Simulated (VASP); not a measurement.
# CoSn (P6/mmm) in VASP: further runs

CoSn is run at these levels: PBE; tasks: single point.

All numbers are computed with VASP 6.6.1; they aren't measurements. Logs are shortened: lines on timing, memory, paths and dates and some standing lists are left out, and cuts for length are marked.

### 1 The cell of the first run

The structure is hexagonal, space group P6/mmm (No. 191). The conventional cell has a = 5.720 Å, b = 5.720 Å, c = 4.230 Å, α = 90.00°, β = 90.00°, γ = 120.00°. Co (site symmetry mmm) has 6 Sn at 2.68 to 2.86 Å and 4 Co at 2.86 Å within 3.5 Å. Within 3.5 Å of Sn (site symmetry -6m2) lie 6 Co at 2.68 Å and 3 Sn at 3.30 Å. Within 4.0 Å of Sn (site symmetry 6/mmm) lie 6 Co at 2.86 Å and 12 Sn at 3.92 Å.

### 2 Single point, PBE (strain +0.080 along x and y, +0.000 along z)

The input, INCAR:

```
SYSTEM = CoSn
PREC = Accurate ; ENCUT = 520
EDIFF = 1E-6 ; ISMEAR = 0
SIGMA = 0.15 ; LREAL = .False.
LASPH = .True. ; NELM = 60
ALGO = Fast ; ISIF = 2
LWAVE = .False. ; LCHARG = .False.
GGA = PE ; NBANDS = 44
```

The input, KPOINTS:

```
regular mesh
0
Gamma
  12 12 12
  0 0 0
```

The input, POSCAR:

```
CoSn
1.0
    5.7203118071      0.0000000000      0.0000000000
   -2.8601559036      4.9539353425      0.0000000000
    0.0000000000      0.0000000000      4.2302876780
Co Sn
3 3
Direct
    0.0000000000      0.5000000000      0.0000000000
    0.5000000000      0.5000000000      0.0000000000
    0.5000000000      0.0000000000      0.0000000000
    0.6666666667      0.3333333333      0.5000000000
    0.3333333333      0.6666666667      0.5000000000
    0.0000000000      0.0000000000      0.0000000000
```

Potentials or basis: VASP PAW PBE potentials, release 64 (Co, Sn_d).

Command:

```sh
$ cat potpaw_PBE.64/Co/POTCAR potpaw_PBE.64/Sn_d/POTCAR > POTCAR
$ mpirun -np 1 vasp_std > vasp.out
```

OUTCAR:

```text
SYSTEM = CoSn
   PREC = Accurate
   ENCUT = 520
   EDIFF = 1E-6
   ISMEAR = 0
   LREAL = .False.
   LASPH = .True.
   NELM = 60
   ISIF = 2
   GGA = PE

 ion  position               nearest neighbor table
   1  0.000  0.500  0.000-   4 2.68   5 2.68   4 2.68   5 2.68   3 2.86   3 2.86   2 2.86   2 2.86
                             6 2.86   6 2.86
   2  0.500  0.500  0.000-   4 2.68   5 2.68   4 2.68   5 2.68   6 2.86   6 2.86   1 2.86   1 2.86
                             3 2.86   3 2.86
   3  0.500  0.000  0.000-   4 2.68   5 2.68   4 2.68   5 2.68   1 2.86   1 2.86   6 2.86   6 2.86
                             2 2.86   2 2.86
   4  0.667  0.333  0.500-   1 2.68   1 2.68   3 2.68   3 2.68   2 2.68   2 2.68   5 3.30   5 3.30
                             5 3.30
   5  0.333  0.667  0.500-   1 2.68   1 2.68   3 2.68   3 2.68   2 2.68   2 2.68   4 3.30   4 3.30
                             4 3.30
   6  0.000  0.000  0.000-   2 2.86   2 2.86   3 2.86   3 2.86   1 2.86   1 2.86

  LATTYP: Found a hexagonal cell.
 ALAT       =     5.7203118071
 C/A-ratio  =     0.7395204703

  Lattice vectors:

 A1 = (   5.7203118071,   0.0000000000,   0.0000000000)
 A2 = (  -2.8601559036,   4.9539353425,   0.0000000000)
 A3 = (   0.0000000000,   0.0000000000,   4.2302876780)

Analysis of symmetry for initial positions (statically):
=====================================================================
 Subroutine PRICEL returns:
 Original cell was already a primitive cell.

 Routine SETGRP: Setting up the symmetry group for a
 hexagonal supercell.

 Subroutine GETGRP returns: Found 24 space group operations
 (whereof 24 operations were pure point group operations)
 out of a pool of 24 trial point group operations.

The static configuration has the point symmetry D_6h.

Analysis of symmetry for dynamics (positions and initial velocities):
=====================================================================
 Subroutine PRICEL returns:
 Original cell was already a primitive cell.

 Routine SETGRP: Setting up the symmetry group for a
 hexagonal supercell.

 Subroutine GETGRP returns: Found 24 space group operations
 (whereof 24 operations were pure point group operations)
 out of a pool of 24 trial point group operations.

The dynamic configuration has the point symmetry D_6h.

 Subroutine INISYM returns: Found 24 space group operations
 (whereof 24 operations are pure point group operations),
 and found     1 'primitive' translations

----------------------------------------------------------------------------------------

                                     Primitive cell

  volume of cell :     119.8781

  direct lattice vectors                    reciprocal lattice vectors
     5.720311807  0.000000000  0.000000000     0.174815645  0.100929860  0.000000000
    -2.860155904  4.953935343  0.000000000     0.000000000  0.201859720  0.000000000
     0.000000000  0.000000000  4.230287678     0.000000000  0.000000000  0.236390543

  length of vectors
     5.720311807  5.720311807  4.230287678     0.201859720  0.201859720  0.236390543

  position of ions in fractional coordinates (direct lattice)
     0.000000000  0.500000000  0.000000000
     0.500000000  0.500000000  0.000000000
     0.500000000  0.000000000  0.000000000
     0.666666667  0.333333333  0.500000000
     0.333333333  0.666666667  0.500000000
     0.000000000  0.000000000  0.000000000

  ion indices of the primitive-cell ions
   primitive index   ion index
                 1           1
                 2           2
                 3           3
                 4           4
                 5           5
                 6           6

----------------------------------------------------------------------------------------

 KPOINTS: regular mesh

Automatic generation of k-mesh.
 Grid dimensions read from file:
 generate k-points for:   12   12   12

 Generating k-lattice:

  Cartesian coordinates                     Fractional coordinates (reciprocal lattice)
     0.014567970  0.008410822  0.000000000     0.083333333  0.000000000  0.000000000
     0.000000000  0.016821643  0.000000000     0.000000000  0.083333333  0.000000000
     0.000000000  0.000000000  0.019699212     0.000000000  0.000000000  0.083333333

  Length of vectors
     0.016821643  0.016821643  0.019699212

  Shift w.r.t. Gamma in fractional coordinates (k-lattice)
     0.000000000  0.000000000  0.000000000

 Subroutine IBZKPT returns following result:
 ===========================================

 Found    133 irreducible k-points:

 Following reciprocal coordinates:
            Coordinates               Weight
  0.000000  0.000000  0.000000      1.000000
  0.083333  0.000000  0.000000      6.000000
  0.166667 -0.000000  0.000000      6.000000
  0.250000  0.000000  0.000000      6.000000
  0.333333 -0.000000  0.000000      6.000000
  0.416667  0.000000  0.000000      6.000000
[... 16 lines left out ...]
  0.250000  0.000000  0.083333     12.000000
  0.333333 -0.000000  0.083333     12.000000
 [... further k-points ...]
   k-points           NKPTS =    133   k-points in BZ     NKDIM =    133   number of bands    NBANDS=     44
   number of dos      NEDOS =    301   number of ions     NIONS =      6
   total plane-waves  NPLWV =  73728
   dimension x,y,z NGX =    48 NGY =   48 NGZ =   32
   dimension x,y,z NGXF=    96 NGYF=   96 NGZF=   64
   ions per type =               3   3
   NGX,Y,Z   is equivalent  to a cutoff of  13.95, 13.95, 12.58 a.u.
   NGXF,Y,Z  is equivalent  to a cutoff of  27.90, 27.90, 25.15 a.u.
 SYSTEM =  CoSn
   PREC   = accura    normal or accurate (medium, high low for compatibility)
   ISTART =      0    job   : 0-new  1-cont  2-samecut
   ICHARG =      2    charge: 1-file 2-atom 10-const
   ISPIN  =      1    spin polarized calculation?
   LNONCOLLINEAR =      F non collinear calculations
   LSORBIT =      F    spin-orbit coupling
   LASPH  =      T    aspherical Exc in radial PAW
   ENCUT  =  520.0 eV  38.22 Ry    6.18 a.u.  10.64 10.64  7.87*2*pi/ulx,y,z
   NELM   =     60;   NELMIN=  2; NELMDL= -5     # of ELM steps
   EDIFF  = 0.1E-05   stopping-criterion for ELM
   LREAL  =      F    real-space projection
[... 7 lines left out ...]
   TEBEG  =    0.0;   TEEND  =   0.0 temperature during run
   PSTRESS=    0.0 pullay stress
   NELECT =      69.0000    total number of electrons
   NUPDOWN=      -1.0000    fix difference up-down
   EMIN   =  10.00;   EMAX   =-10.00  energy-range for DOS
   EFERMI =   0.00;   METHOD = LEGACY
   ISMEAR =     0;   SIGMA  =   0.15  broadening in eV -4-tet -1-fermi 0-gaus
   EFERMI_NEDOS =   21; number of points for ismear=-14 and -15
   IALGO  =     68    algorithm
   IMIX   =      4    mixing-type and parameters
     AMIX     =   0.40;   BMIX     =  1.00
     AMIX_MAG =   1.60;   BMIX_MAG =  1.00
  volume/ion in A,a.u.               =      19.98       134.83
  Fermi-wavevector in a.u.,A,eV,Ry     =   1.361793  2.573416 25.231748  1.854481
  Thomas-Fermi vector in A             =   2.488339
   LORBIT       =      0    0 simple, 1 ext, 2 COOP (PROOUT), +10 PAW based schemes
   GGA     = PE    functional components
   LHFCALC =     F    Hartree Fock is set to
   AEXX    =    0.0000 exact exchange contribution
   IVDW    =     0    specifies the selected vdW correction
   LEPSILON=     F    determine dielectric tensor
   LRPA    =     F    only Hartree local field effects (RPA)
 non-spin polarized calculation
 RMM-DIIS sequential band-by-band and
 Gauss-broadening in eV      SIGMA  =   0.15
  energy-cutoff  :      520.00
  volume of cell :      119.88
 maximum number of plane-waves:      3292
 NGX is ok and might be reduce to    48
   NGX = 21   NGY = 21   NGZ = 15

 number of electron      69.0000000 magnetization

 Free energy of the ion-electron system (eV)
  ---------------------------------------------------
  ext. energy  EPLUGINS =         0.00000000
  ---------------------------------------------------
  free energy    TOTEN  =       -32.26077261 eV

  energy without entropy =      -32.22102461  energy(sigma->0) =      -32.24089861

 E-fermi :   7.8351     XC(G=0): -10.9255

 val. band max:        7.8348320195   @ k =   0.2500   0.2500   0.3333
 cond. band min:       7.8372600203   @ k =   0.1667  -0.0000   0.4167
 fundamental gap:      0.0024280008
 Fermi energy:         7.8350544002

 k-point     1 :       0.0000    0.0000    0.0000
  band No.  band energies     occupation
      1     -13.7826      2.00000
      2     -13.6919      2.00000
      3     -13.6919      2.00000
      4     -13.5209      2.00000
      5     -13.5209      2.00000
      6     -13.4267      2.00000
[... 36 lines left out ...]
     43      13.2814      0.00000
     44      14.1550      0.00000

 k-point     2 :       0.0833    0.0000    0.0000
  band No.  band energies     occupation
      1     -13.7825      2.00000
      2     -13.6919      2.00000
      3     -13.6919      2.00000
      4     -13.5209      2.00000
      5     -13.5208      2.00000
      6     -13.4295      2.00000
[... 36 lines left out ...]
     43      13.1813      0.00000
     44      13.2014      0.00000

 k-point     3 :       0.1667   -0.0000    0.0000
  band No.  band energies     occupation
      1     -13.7821      2.00000
      2     -13.6920      2.00000
      3     -13.6917      2.00000
      4     -13.5208      2.00000
      5     -13.5203      2.00000
      6     -13.4360      2.00000
[... 36 lines left out ...]
     43      12.5185      0.00000
     44      12.9838      0.00000

 k-point     4 :       0.2500    0.0000    0.0000
  band No.  band energies     occupation
      1     -13.7817      2.00000
      2     -13.6921      2.00000
      3     -13.6915      2.00000
      4     -13.5207      2.00000
      5     -13.5197      2.00000
      6     -13.4433      2.00000
[... 882 lines left out ...]
     43      12.1917      0.00000
     44      13.8163      0.00000

 k-point    23 :       0.2500    0.0000    0.0833
  band No.  band energies     occupation
      1     -13.7808      2.00000
      2     -13.6924      2.00000
      3     -13.6918      2.00000
      4     -13.5208      2.00000
      5     -13.5198      2.00000
      6     -13.4431      2.00000
[... 36 lines left out ...]
     43      11.9954      0.00000
     44      13.6595      0.00000

 k-point    24 :       0.3333   -0.0000    0.0833
  band No.  band energies     occupation
      1     -13.7804      2.00000
      2     -13.6925      2.00000
      3     -13.6916      2.00000
      4     -13.5208      2.00000
      5     -13.5191      2.00000
      6     -13.4494      2.00000
[... 36 lines left out ...]
     43      12.1653      0.00000
     44      13.2860      0.00000

 [... further k-points ...]
[... 5 lines left out ...]
  --------------------------------------------------------------------------------------
  -------------------------------------------------------------------------------------
  Total      -11.7253020    -11.7253020     -5.4168762      0.0000000      0.0000000      0.0000000
  in kB     -156.7092676   -156.7092676    -72.3968308      0.0000000      0.0000000      0.0000000
  external PRESSURE =    -128.6051220 kB  Pullay stress =       0.0000000 kB

 VOLUME and BASIS-vectors are now :
 -----------------------------------------------------------------------------
  energy-cutoff  :      520.00
  volume of cell :      119.88
      direct lattice vectors                 reciprocal lattice vectors
     5.720311807  0.000000000  0.000000000     0.174815645  0.100929860  0.000000000
    -2.860155904  4.953935343  0.000000000     0.000000000  0.201859720  0.000000000
     0.000000000  0.000000000  4.230287678     0.000000000  0.000000000  0.236390543

 POSITION                                       TOTAL-FORCE (eV/Angst)
 -----------------------------------------------------------------------------------
     -1.43008      2.47697      0.00000         0.000000      0.000000      0.000000
      1.43008      2.47697      0.00000         0.000000      0.000000      0.000000
      2.86016      0.00000      0.00000         0.000000      0.000000      0.000000
      2.86016      1.65131      2.11514         0.000000      0.000000      0.000000
     -0.00000      3.30262      2.11514        -0.000000     -0.000000      0.000000
      0.00000      0.00000      0.00000         0.000000      0.000000      0.000000
 -----------------------------------------------------------------------------------
    total drift:                               -0.000000      0.000000      0.000000

  FREE ENERGIE OF THE ION-ELECTRON SYSTEM (eV)
  ---------------------------------------------------
  free  energy   TOTEN  =       -32.2607726065 eV

  energy  without entropy=      -32.2210246064  energy(sigma->0) =      -32.24089861
```

It took 17 min on 1 thread of Intel Xeon Platinum 8375C at 2.90GHz (Ice Lake), shared host; peak memory 0.65 GiB.

What came out:

* Free energy: -32.2608 eV
* Pressure: -12.9 GPa
* Band gap on the k mesh: zero (an odd number of electrons rules out a gap without spin polarisation)

Caveat: the cell differs from its parent crystal (strain +0.080 along x and y, +0.000 along z); the stress differs along the axes, from -16 to -7 GPa; spin-orbit coupling is left out, which moves the levels of the heavy elements; the run has no spin polarisation, though such a crystal can be magnetic. Spin polarisation is off, so any magnetic state and its effect on volume and gap are missing.

### 3 Single point, PBE (strain +0.080 along x and y, +0.080 along z)

The input, INCAR:

```
PREC = Accurate ; ENCUT = 520
EDIFF = 1E-6 ; ISMEAR = 0
SIGMA = 0.15 ; LREAL = F
LASPH = T ; NELM = 100
ALGO = Fast ; ISIF = 2
LWAVE = F ; LCHARG = F
GGA = PE ; NBANDS = 44
```

The input, KPOINTS:

```
regular mesh
0
Gamma
  12 12 12
```

Edit POSCAR of step 2 so:

```diff
@@ -4,3 +4,3 @@
    -2.8601559036      4.9539353425      0.0000000000
-    0.0000000000      0.0000000000      4.2302876780
+    0.0000000000      0.0000000000      4.5687106922
 Co Sn
```

Potentials or basis: VASP PAW PBE potentials, release 64 (Co, Sn_d).

Command:

```sh
$ cat potpaw_PBE.64/Co/POTCAR potpaw_PBE.64/Sn_d/POTCAR > POTCAR
$ mpirun -np 1 vasp_std > vasp.out
```

It took 16 min on 1 thread of Intel Xeon 8259CL, shared host; peak memory 0.7 GiB.

The run converged. Its results:

- Free energy: -31.5225 eV
- Pressure: -16.7 GPa
- Band gap on the k mesh: zero (an odd number of electrons rules out a gap without spin polarisation)

Stress tensor (GPa, compression positive):
```
-16.72   0.00   0.00
  0.00 -16.72   0.00
  0.00   0.00 -16.53
```

Levels at points of the mesh, in eV from the Fermi level:
```csv
k point,band 32,band 33,band 34,band 35,band 36,band 37
"(0.00, 0.00, 0.00)",-0.33,-0.32,-0.32,0.14,0.30,0.94
"(0.50, 0.00, 0.00)",-0.33,-0.32,0.48,0.79,0.94,1.34
"(0.00, 0.00, 0.50)",-0.38,-0.38,-0.36,-0.33,-0.33,0.00
"(0.50, 0.00, 0.50)",-0.55,-0.37,-0.32,-0.31,-0.21,0.34
```

Caveat: the cell differs from its parent crystal (strain +0.080 along x and y, +0.080 along z); the cell stands under tension; spin-orbit coupling is left out, which moves the levels of the heavy elements; the run has no spin polarisation, though such a crystal can be magnetic.
